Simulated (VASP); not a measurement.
Set up this calculation in VASP 6.6.1, as the native input.

```
Task                   : single point
Functional             : PBEsol
Potentials or basis    : VASP PAW PBE potentials, release 64 (K_sv)
Cutoff                 : 520 eV
k mesh                 : 14 × 14 × 14
Occupations            : gaussian, width 0.15 eV
Spin                   : no spin polarisation
Dipole correction      : no
Further INCAR settings : ALGO = Fast; EDIFF = 1e-06; NBANDS = 10
```

The structure of K lies in POSCAR:

```
K
1.0
   -2.6917849860      2.6917849860      2.4764421872
    2.6917849860     -2.6917849860      2.4764421872
    2.6917849860      2.6917849860     -2.4764421872
K
1
Direct
    0.0000000000      0.0000000000      0.0000000000
```

This cell differs from its parent crystal: ratio of the length along z to the lengths across it x 0.92, volume and fractional coordinates fixed.

These files were run (other wordings do the same):

INCAR

```
SYSTEM = K
PREC     = Accurate       ! precision mode
ENCUT    = 520            ! plane-wave cutoff, eV
EDIFF    = 1E-6           ! SCF threshold, eV
ISMEAR   = 0              ! smearing method
SIGMA    = 0.15           ! smearing width, eV
LREAL    = .False.        ! projectors in reciprocal space
LASPH    = .True.         ! aspherical terms in the spheres
NELM     = 80             ! most SCF steps
ALGO     = Fast           ! electronic algorithm
ISIF     = 2              ! what is computed and relaxed
LWAVE    = .False.        ! write WAVECAR
LCHARG   = .False.        ! write CHGCAR
GGA      = PS             ! functional
NBANDS   = 10             ! bands
```

KPOINTS

```
regular mesh
0
Gamma
  14 14 14
  0 0 0
```

Potentials or basis: VASP PAW PBE potentials, release 64 (K_sv).

The run is started by

```sh
$ cat potpaw_PBE.64/K_sv/POTCAR > POTCAR
$ mpirun -np 1 vasp_std > vasp.out
```

It gave:

```json
{
  "Pressure": "0.0 GPa"
}
```

Caveat: the PAW data sets were made with another functional, which shifts forces and pressure a little.

Wall time 120 s on 1 thread of Intel Xeon 6975P-C (shared host), peak memory 0.32 GiB.
